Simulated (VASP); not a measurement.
# Nb: electric field gradients with PBEsol

Nb:

```xyz
1
Lattice="0.0000 2.1150 2.1785 2.1150 0.0000 2.1785 2.1150 2.1150 0.0000" Properties=species:S:1:pos:R:3 pbc="T T T"
Nb    0.0000    0.0000    0.0000
```

This cell differs from its parent crystal: zz strain of +3 %.

* Program: VASP 6.6.1
* Task: electric field gradients
* Functional: PBEsol
* Potentials or basis: VASP PAW PBE potentials, release 64 (Nb_sv)
* Cutoff: 520 eV
* k mesh: 13 × 13 × 13
* Occupations: fermi-dirac, width 0.08 eV
* Spin: no spin polarisation
* Dipole correction: no
* Further INCAR settings: ALGO = Normal; EDIFF = 1e-08; NBANDS = 12

```json
{
  "Pressure": "-11.3 GPa"
}
```

Stress tensor (GPa, compression positive):
```
-13.32   0.00   0.00
  0.00 -13.32   0.00
  0.00   0.00  -7.21
```

Levels at points of the mesh, in eV from the Fermi level:
| k point | band 2 | band 3 | band 4 | band 5 | band 6 | band 7 | band 8 | band 9 | band 10 | band 11 |
| --- | --- | --- | --- | --- | --- | --- | --- | --- | --- | --- |
| (0.00, 0.00, 0.00) | -30.20 | -30.19 | -30.19 | -6.14 | -0.07 | 0.26 | 0.26 | 2.37 | 2.82 | 11.82 |

Electric field gradients, principal values (V/Å²):
```
atom  least  middle  greatest (by size)
1 Nb  6.926   6.926             -13.852
```

It took 14 s on 1 thread of Intel(R) Xeon(R) 6975P-C (Granite Rapids) (shared host), peak memory 0.17 GiB.

Caveat: the cell differs from its parent crystal (zz strain of +3 %); without QUAD_EFG the Cq values of the log hold for a quadrupole moment of 1 mb, not for the nuclei; the PAW data sets were made with another functional, which shifts forces and pressure a little.
